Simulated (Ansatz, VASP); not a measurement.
**Two plane-wave programs on Mo2W3**

The input INCAR:

```
ALGO = Normal
EDIFF = 1E-6
EDIFFG = -0.08
ENCUT = 600
GGA = PE
IBRION = 2
ISIF = 3
ISMEAR = 0
LASPH = True
LCHARG = False
LREAL = False
LWAVE = False
NELM = 100
NSW = 36
PREC = Accurate
SIGMA = 0.2
```

Contents of KPOINTS:

```
k-points
0
Gamma
  4 4 4
```

POSCAR

```
Mo2W3
1.0
    2.2625000000      1.3062549800      4.6186666700
   -2.2625000000      1.3062549800      4.6186666700
    0.0000000000     -2.6125099700      4.6186666700
Mo W
2 3
Direct
    0.6000000000      0.6000000000      0.6000000000
    0.4000000000      0.4000000000      0.4000000000
    0.2000000000      0.2000000000      0.2000000000
    0.0000000000      0.0000000000      0.0000000000
    0.8000000000      0.8000000000      0.8000000000
```

Input for Ansatz:

```yaml
crystal:
  lattice:
    - [2.2625, 1.30625498, 4.61866667]
    - [-2.2625, 1.30625498, 4.61866667]
    - [0.0, -2.61250997, 4.61866667]
  atoms:
    - { symbol: Mo, position: [0.6, 0.6, 0.6] }
    - { symbol: Mo, position: [0.4, 0.4, 0.4] }
    - { symbol: W, position: [0.2, 0.2, 0.2] }
    - { symbol: W, position: [0.0, 0.0, 0.0] }
    - { symbol: W, position: [0.8, 0.8, 0.8] }
basis:
  ecutwfc: 420
kpoints:
  mp_grid: { grid: [4, 4, 4] }
hamiltonian:
  xc: pbe
scf:
  occupations: { method: gaussian, width: 0.2 }
  lower_state_search: "off"
output:
  forces: true
  stress: true
  eigenvalues: true
relax:
  adjacent_minimum: "off"
  f_tol: 0.08
  max_steps: 16
  cell: { stress_tol: 0.8 }
```

Alike in both runs: task relaxation of cell and atoms; functional PBE; k mesh 4 × 4 × 4; occupations gaussian, width 0.2 eV; no spin polarisation.

|  | VASP | Ansatz |
| --- | --- | --- |
| version | VASP 6.6.1 | Ansatz 0.2.0 |
| potentials or method | VASP PAW PBE potentials, release 64 (Mo_sv, W_sv), cutoff 600 eV | scalar-relativistic, plane waves, PAW |
| valence electrons in the cell | 70 | 70 |

Ansatz gave:

| Property | Result |
| --- | --- |
| gap on the k mesh at the Fermi level, each at its own relaxed structure (eV) | none |
| relaxed volume (Å³/atom) | 15.99 |
| relaxed length of the cell vector where the two differ most in proportion (Å) | 5.276 |

Question: Which values does VASP return?

Answer: gap on the k mesh at the Fermi level, each at its own relaxed structure (eV): none; relaxed volume (Å³/atom): 16.03; relaxed length of the cell vector where the two differ most in proportion (Å): 5.272.

A gap of «none» marks a metal or a gap that the smearing closes.

The k mesh is coarse, so the values compare programs but aren't converged. Neither program's run includes spin-orbit coupling.
